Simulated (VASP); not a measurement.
# ZrC (Fm-3m) in VASP: further runs

The runs below take ZrC through relaxation of cell and atoms, with PBEsol.

Everything below comes from runs of VASP 6.6.1. Logs are shortened: lines on timing, memory, paths and dates and some standing lists are left out, and cuts for length are marked.

## Step 1: The cell of the first run

It takes space group Fm-3m (No. 225, cubic). Conventional cell: a = 4.669 Å, b = 4.669 Å, c = 4.669 Å, α = 90.00°, β = 90.00°, γ = 90.00°. Zr (site symmetry m-3m) has 6 C at 2.33 Å within 3.1 Å. C (site symmetry m-3m) has 6 Zr at 2.33 Å within 3.1 Å.

## Step 2: Relaxation of cell and atoms, PBEsol, target pressure 4 GPa, at which the enthalpy is minimised

Input file INCAR:

```
  PREC = Accurate
  ENCUT = 600
  EDIFF = 1E-6
  ISMEAR = -1
  SIGMA = 0.1
  LREAL = F
  LASPH = T
  NELM = 60
  ALGO = Normal
  ISIF = 3
  LWAVE = F
  LCHARG = F
  GGA = PS
  IBRION = 2
  NSW = 100
  EDIFFG = -0.002
  PSTRESS = 40.0
```

Input file KPOINTS:

```
regular mesh
0
Gamma
  18 18 18
```

Input file POSCAR:

```
ZrC
1.0
    0.0000000000      2.3346624498      2.3346624498
    2.3346624498      0.0000000000      2.3346624498
    2.3346624498      2.3346624498      0.0000000000
Zr C
1 1
Direct
    0.5000000000      0.5000000000      0.5000000000
    0.0000000000      0.0000000000      0.0000000000
```

Potentials or basis: VASP PAW PBE potentials, release 64 (Zr_sv, C).

The run is started by

```
$ cat potpaw_PBE.64/Zr_sv/POTCAR potpaw_PBE.64/C/POTCAR > POTCAR
$ mpirun -np 1 vasp_std > vasp.out
```

OUTCAR:

```text
PREC = Accurate
   ENCUT = 600
   EDIFF = 1E-6
   ISMEAR = -1
   LREAL = F
   LASPH = T
   NELM = 60
   ISIF = 3
   GGA = PS
   IBRION = 2
   NSW = 100
   EDIFFG = -0.002
   PSTRESS = 40.0

 ion  position               nearest neighbor table
   1  0.500  0.500  0.500-   2 2.33   2 2.33   2 2.33   2 2.33   2 2.33   2 2.33
   2  0.000  0.000  0.000-   1 2.33   1 2.33   1 2.33   1 2.33   1 2.33   1 2.33

  LATTYP: Found a face centered cubic cell.
 ALAT       =     4.6693248996

  Lattice vectors:

 A1 = (   0.0000000000,   2.3346624498,   2.3346624498)
 A2 = (   2.3346624498,   0.0000000000,   2.3346624498)
 A3 = (   2.3346624498,   2.3346624498,   0.0000000000)

Analysis of symmetry for initial positions (statically):
=====================================================================
 Subroutine PRICEL returns:
 Original cell was already a primitive cell.

 Routine SETGRP: Setting up the symmetry group for a
 face centered cubic supercell.

 Subroutine GETGRP returns: Found 48 space group operations
 (whereof 48 operations were pure point group operations)
 out of a pool of 48 trial point group operations.

The static configuration has the point symmetry O_h .

Analysis of symmetry for dynamics (positions and initial velocities):
=====================================================================
 Subroutine PRICEL returns:
 Original cell was already a primitive cell.

 Routine SETGRP: Setting up the symmetry group for a
 face centered cubic supercell.

 Subroutine GETGRP returns: Found 48 space group operations
 (whereof 48 operations were pure point group operations)
 out of a pool of 48 trial point group operations.

The dynamic configuration has the point symmetry O_h .

 Subroutine INISYM returns: Found 48 space group operations
 (whereof 48 operations are pure point group operations),
 and found     1 'primitive' translations

----------------------------------------------------------------------------------------

                                     Primitive cell

  volume of cell :      25.4508

  direct lattice vectors                    reciprocal lattice vectors
     0.000000000  2.334662450  2.334662450    -0.214163722  0.214163722  0.214163722
     2.334662450  0.000000000  2.334662450     0.214163722 -0.214163722  0.214163722
     2.334662450  2.334662450  0.000000000     0.214163722  0.214163722 -0.214163722

  length of vectors
     3.301711300  3.301711300  3.301711300     0.370942448  0.370942448  0.370942448

  position of ions in fractional coordinates (direct lattice)
     0.500000000  0.500000000  0.500000000
     0.000000000  0.000000000  0.000000000

  ion indices of the primitive-cell ions
   primitive index   ion index
                 1           1
                 2           2

----------------------------------------------------------------------------------------

 KPOINTS: regular mesh

Automatic generation of k-mesh.
 Grid dimensions read from file:
 generate k-points for:   18   18   18

 Generating k-lattice:

  Cartesian coordinates                     Fractional coordinates (reciprocal lattice)
    -0.011897985  0.011897985  0.011897985     0.055555556  0.000000000  0.000000000
     0.011897985 -0.011897985  0.011897985     0.000000000  0.055555556  0.000000000
     0.011897985  0.011897985 -0.011897985     0.000000000  0.000000000  0.055555556

  Length of vectors
     0.020607914  0.020607914  0.020607914

  Shift w.r.t. Gamma in fractional coordinates (k-lattice)
     0.000000000  0.000000000  0.000000000

 Subroutine IBZKPT returns following result:
 ===========================================

 Found    195 irreducible k-points:

 Following reciprocal coordinates:
            Coordinates               Weight
  0.000000  0.000000  0.000000      1.000000
  0.055556  0.000000  0.000000      8.000000
  0.111111  0.000000  0.000000      8.000000
  0.166667  0.000000  0.000000      8.000000
  0.222222  0.000000  0.000000      8.000000
  0.277778  0.000000  0.000000      8.000000
[... 16 lines left out ...]
 -0.277778  0.055556  0.000000     24.000000
 -0.222222  0.055556  0.000000     24.000000
 [... further k-points ...]
   k-points           NKPTS =    195   k-points in BZ     NKDIM =    195   number of bands    NBANDS=     12
   number of dos      NEDOS =    301   number of ions     NIONS =      2
   total plane-waves  NPLWV =  21952
   dimension x,y,z NGX =    28 NGY =   28 NGZ =   28
   dimension x,y,z NGXF=    56 NGYF=   56 NGZF=   56
   ions per type =               1   1
   NGX,Y,Z   is equivalent  to a cutoff of  14.10, 14.10, 14.10 a.u.
   NGXF,Y,Z  is equivalent  to a cutoff of  28.20, 28.20, 28.20 a.u.
 SYSTEM =  unknown system
   PREC   = accura    normal or accurate (medium, high low for compatibility)
   ISTART =      0    job   : 0-new  1-cont  2-samecut
   ICHARG =      2    charge: 1-file 2-atom 10-const
   ISPIN  =      1    spin polarized calculation?
   LNONCOLLINEAR =      F non collinear calculations
   LSORBIT =      F    spin-orbit coupling
   LASPH  =      T    aspherical Exc in radial PAW
   ENCUT  =  600.0 eV  44.10 Ry    6.64 a.u.   6.59  6.59  6.59*2*pi/ulx,y,z
   NELM   =     60;   NELMIN=  2; NELMDL= -5     # of ELM steps
   EDIFF  = 0.1E-05   stopping-criterion for ELM
   LREAL  =      F    real-space projection
   EDIFFG = -.2E-02   stopping-criterion for IOM
   NSW    =    100    number of steps for IOM
   IBRION =      2    ionic relax: 0-MD 1-quasi-New 2-CG
   NFREE  =      1    steps in history (QN), initial steepest desc. (CG)
   ISIF   =      3    stress and relaxation
   ISYM   =      2    0-nonsym 1-usesym 2-fastsym
   POTIM  = 0.5000    time-step for ionic-motion
   TEBEG  =    0.0;   TEEND  =   0.0 temperature during run
   PSTRESS=   40.0 pullay stress
   NELECT =      16.0000    total number of electrons
   NUPDOWN=      -1.0000    fix difference up-down
   EMIN   =  10.00;   EMAX   =-10.00  energy-range for DOS
   EFERMI =   0.00;   METHOD = LEGACY
   ISMEAR =    -1;   SIGMA  =   0.10  broadening in eV -4-tet -1-fermi 0-gaus
   EFERMI_NEDOS =   21; number of points for ismear=-14 and -15
   IALGO  =     38    algorithm
   IMIX   =      4    mixing-type and parameters
     AMIX     =   0.40;   BMIX     =  1.00
     AMIX_MAG =   1.60;   BMIX_MAG =  1.00
  volume/ion in A,a.u.               =      12.73        85.88
  Fermi-wavevector in a.u.,A,eV,Ry     =   1.402428  2.650206 26.760016  1.966806
  Thomas-Fermi vector in A             =   2.525191
   LORBIT       =      0    0 simple, 1 ext, 2 COOP (PROOUT), +10 PAW based schemes
   GGA     = PS    functional components
   LHFCALC =     F    Hartree Fock is set to
   AEXX    =    0.0000 exact exchange contribution
   IVDW    =     0    specifies the selected vdW correction
   LEPSILON=     F    determine dielectric tensor
   LRPA    =     F    only Hartree local field effects (RPA)
 conjugate gradient relaxation of ions
 non-spin polarized calculation
  energy-cutoff  :      600.00
  volume of cell :       25.45
 maximum number of plane-waves:       877
   NGX = 13   NGY = 13   NGZ = 13

--------------------------------------- Ionic step        1  -------------------------------------------

 number of electron      16.0000000 magnetization

 Free energy of the ion-electron system (eV)
  ---------------------------------------------------
  ext. energy  EPLUGINS =         0.00000000
  ---------------------------------------------------
  free energy    TOTEN  =       -20.57890070 eV

  energy without entropy =      -20.56842539  energy(sigma->0) =      -20.57366304

------------------------ aborting loop because EDIFF is reached ----------------------------------------

  FORCE on cell =-STRESS in cart. coord.  units (eV):
  Direction    XX          YY          ZZ          XY          YZ          ZX
  --------------------------------------------------------------------------------------
  -------------------------------------------------------------------------------------
  Total        0.0440398      0.0440398      0.0440398      0.0000000     -0.0000000      0.0000000
  in kB        2.7723865      2.7723865      2.7723865      0.0000000     -0.0000000      0.0000000
  external PRESSURE =     -37.2276135 kB  Pullay stress =      40.0000000 kB

 VOLUME and BASIS-vectors are now :
 -----------------------------------------------------------------------------
  energy-cutoff  :      600.00
  volume of cell :       25.45
      direct lattice vectors                 reciprocal lattice vectors
     0.000000000  2.334662450  2.334662450    -0.214163722  0.214163722  0.214163722
     2.334662450  0.000000000  2.334662450     0.214163722 -0.214163722  0.214163722
     2.334662450  2.334662450  0.000000000     0.214163722  0.214163722 -0.214163722
[... 8 lines left out ...]
  FREE ENERGIE OF THE ION-ELECTRON SYSTEM (eV)
  ---------------------------------------------------
  free  energy   TOTEN  =       -20.5789006976 eV

  energy  without entropy=      -20.5684253892  energy(sigma->0) =      -20.57366304

  enthalpy is  TOTEN    =       -19.9434941300 eV   P V=        0.6354065676

--------------------------------------- Ionic step        2  -------------------------------------------

 number of electron      16.0000000 magnetization

 E-fermi :  10.2424     XC(G=0): -12.5935

 val. band max:       10.2259472706   @ k =   0.1111   0.1111   0.0000
 cond. band min:      10.2466789405   @ k =   0.1111   0.0556   0.0000
 fundamental gap:      0.0207316699
 Fermi energy:        10.2423760470

 k-point     1 :       0.0000    0.0000    0.0000
  band No.  band energies     occupation
      1     -37.5037      2.00000
      2     -15.1963      2.00000
      3     -15.1963      2.00000
      4     -15.1963      2.00000
      5      -1.2620      2.00000
      6      11.2008      0.00014
      7      11.2008      0.00014
      8      11.2008      0.00014
      9      11.3070      0.00005
     10      11.3070      0.00005
     11      11.3070      0.00005
     12      13.2215      0.00000

 k-point     2 :       0.0556    0.0000    0.0000
  band No.  band energies     occupation
      1     -37.4996      2.00000
      2     -15.2325      2.00000
      3     -15.1993      2.00000
      4     -15.1993      2.00000
      5      -1.1824      2.00000
      6      10.5002      0.14104
      7      10.7001      0.02035
      8      10.7001      0.02035
      9      11.5181      0.00001
     10      11.5181      0.00001
     11      11.8438      0.00000
     12      13.6700      0.00000
[... 397 lines left out ...]
  FREE ENERGIE OF THE ION-ELECTRON SYSTEM (eV)
  ---------------------------------------------------
  free  energy   TOTEN  =       -20.5739075638 eV

  energy  without entropy=      -20.5635239874  energy(sigma->0) =      -20.56871578

  enthalpy is  TOTEN    =       -19.9480508314 eV   P V=        0.6258567324

--------------------------------------- Ionic step        4  -------------------------------------------

 number of electron      16.0000000 magnetization

 Free energy of the ion-electron system (eV)
  ---------------------------------------------------
  ext. energy  EPLUGINS =         0.00000000
  ---------------------------------------------------
  free energy    TOTEN  =       -20.57371650 eV

  energy without entropy =      -20.56333476  energy(sigma->0) =      -20.56852563

 E-fermi :   9.9096     XC(G=0): -12.4551

 val. band max:        9.9072319892   @ k =   0.1111   0.1111   0.0000
 cond. band min:       9.9304235549   @ k =   0.1111   0.0556   0.0000
 fundamental gap:      0.0231915657
 Fermi energy:         9.9096487122

 k-point     1 :       0.0000    0.0000    0.0000
  band No.  band energies     occupation
      1     -37.9351      2.00000
      2     -15.6513      2.00000
      3     -15.6513      2.00000
      4     -15.6513      2.00000
      5      -1.4999      2.00000
      6      10.8641      0.00014
      7      10.8641      0.00014
      8      10.8641      0.00014
      9      10.9716      0.00005
     10      10.9716      0.00005
     11      10.9716      0.00005
     12      12.8119      0.00000

 k-point     2 :       0.0556    0.0000    0.0000
  band No.  band energies     occupation
      1     -37.9315      2.00000
      2     -15.6838      2.00000
      3     -15.6541      2.00000
      4     -15.6541      2.00000
      5      -1.4240      2.00000
      6      10.1785      0.12734
      7      10.3753      0.01881
      8      10.3753      0.01881
      9      11.1764      0.00001
     10      11.1764      0.00001
     11      11.4934      0.00000
     12      13.2495      0.00000
[... 352 lines left out ...]
 POSITION                                       TOTAL-FORCE (eV/Angst)
 -----------------------------------------------------------------------------------
      2.32267      2.32267      2.32267        -0.000000      0.000000     -0.000000
      0.00000      2.32267      2.32267         0.000000     -0.000000      0.000000
 -----------------------------------------------------------------------------------
    total drift:                                0.000000      0.000000      0.000000

  FREE ENERGIE OF THE ION-ELECTRON SYSTEM (eV)
  ---------------------------------------------------
  free  energy   TOTEN  =       -20.5737165001 eV

  energy  without entropy=      -20.5633347580  energy(sigma->0) =      -20.56852563

  enthalpy is  TOTEN    =       -19.9480497820 eV   P V=        0.6256667181

 reached required accuracy - stopping structural energy minimisation
```

Run time: 1.8 min. Hardware: 1 thread of Intel Xeon Platinum 8488C (Sapphire Rapids), shared host; peak memory 0.23 GiB.

What came out:

- Free energy: -20.5737 eV
- Relaxed volume: 12.53 Å³/atom
- Relaxed cell: a = 3.285 Å, b = 3.285 Å, c = 3.285 Å, α = 60.00°, β = 60.00°, γ = 60.00°
- Space group after relaxing (to 0.1 Å): Fm-3m (No. 225)
- Energy change on relaxing (the run minimises the enthalpy): +2.6 meV/atom
- Ionic steps: 4
- Pressure after relaxing: 4.0 GPa
- Band gap on the k mesh: zero (bands 8 and 9 overlap by 1.33 eV)

Step by step:
| step | energy change (eV) | largest force (eV/Å) | pressure (GPa) | volume (Å³) |
| --- | --- | --- | --- | --- |
| 1 | 0.0000 | 0.0000 | 0.28 | 25.45 |
| 2 | 0.0378 | 0.0000 | 11.38 | 24.38 |
| 3 | 0.0050 | 0.0000 | 3.97 | 25.07 |
| 4 | 0.0052 | 0.0000 | 4.02 | 25.06 |

Final structure:
```xyz
2
Lattice="0.0000 2.3227 2.3227 2.3227 0.0000 2.3227 2.3227 2.3227 0.0000" Properties=species:S:1:pos:R:3 pbc="T T T"
Zr    2.3227    2.3227    2.3227
C     0.0000    2.3227    2.3227
```

Caveat: the cell is relaxed towards a set pressure, so the run minimises the enthalpy, not the energy; the PAW data sets were made with another functional, which shifts forces and pressure a little.

## Step 3: Relaxation of cell and atoms, PBEsol, target pressure 7 GPa, at which the enthalpy is minimised

Input file INCAR:

```
SYSTEM = ZrC
PREC = Accurate
ENCUT = 600
EDIFF = 1E-7
ISMEAR = -1
SIGMA = 0.1
LREAL = .False.
LASPH = .True.
NELM = 60
ALGO = Normal
ISIF = 3
LWAVE = .False.
LCHARG = .False.
GGA = PS
IBRION = 2
NSW = 100
EDIFFG = -0.002
PSTRESS = 70.0
```

Input file KPOINTS:

```
regular mesh
0
Gamma
  18 18 18
  0 0 0
```

POSCAR is that of step 2.

Potentials or basis: VASP PAW PBE potentials, release 64 (Zr_sv, C).

The run is started by

```
$ cat potpaw_PBE.64/Zr_sv/POTCAR potpaw_PBE.64/C/POTCAR > POTCAR
$ mpirun -np 1 vasp_std > vasp.out
```

Run time: 2.4 min. Hardware: 1 thread of Intel Xeon Platinum 8488C (Sapphire Rapids), shared host; peak memory 0.23 GiB.

It converged, with:

```
Free energy                                                : -20.5641 eV
Relaxed volume                                             : 12.39 Å³/atom
Relaxed cell                                               : a = 3.272 Å, b = 3.272 Å, c = 3.272 Å, α = 60.00°, β = 60.00°, γ = 60.00°
Space group after relaxing (to 0.1 Å)                      : Fm-3m (No. 225)
Energy change on relaxing (the run minimises the enthalpy) : +7.4 meV/atom
Ionic steps                                                : 5
Pressure after relaxing                                    : 7.0 GPa
Band gap on the k mesh                                     : zero (bands 8 and 9 overlap by 1.34 eV)
```

The path:
| step | energy change (eV) | largest force (eV/Å) | pressure (GPa) | volume (Å³) |
| --- | --- | --- | --- | --- |
| 1 | 0.0000 | 0.0000 | 0.27 | 25.45 |
| 2 | 0.1250 | 0.0000 | 21.98 | 23.53 |
| 3 | 0.0145 | 0.0000 | 6.89 | 24.79 |
| 4 | 0.0151 | 0.0000 | 7.03 | 24.77 |
| 5 | 0.0148 | 0.0000 | 6.98 | 24.78 |

Final structure:
```
Zr C
1.0
     0.00000    2.31392    2.31392
     2.31392    0.00000    2.31392
     2.31392    2.31392    0.00000
Zr C
1 1
Direct
  0.50000 0.50000 0.50000
  0.00000 0.00000 0.00000
```

Levels at points of the mesh, in eV from the Fermi level:
| k point | band 6 | band 7 | band 8 | band 9 | band 10 | band 11 |
| --- | --- | --- | --- | --- | --- | --- |
| (0.00, 0.00, 0.00) | 0.96 | 0.96 | 0.96 | 1.06 | 1.06 | 1.06 |
| (0.50, 0.00, 0.00) | -5.53 | -3.11 | -3.11 | 4.75 | 4.75 | 5.63 |
| (0.50, 0.50, 0.00) | -1.98 | -1.98 | 0.12 | 0.12 | 4.71 | 6.01 |

Caveat: the cell is relaxed towards a set pressure, so the run minimises the enthalpy, not the energy; the PAW data sets were made with another functional, which shifts forces and pressure a little.
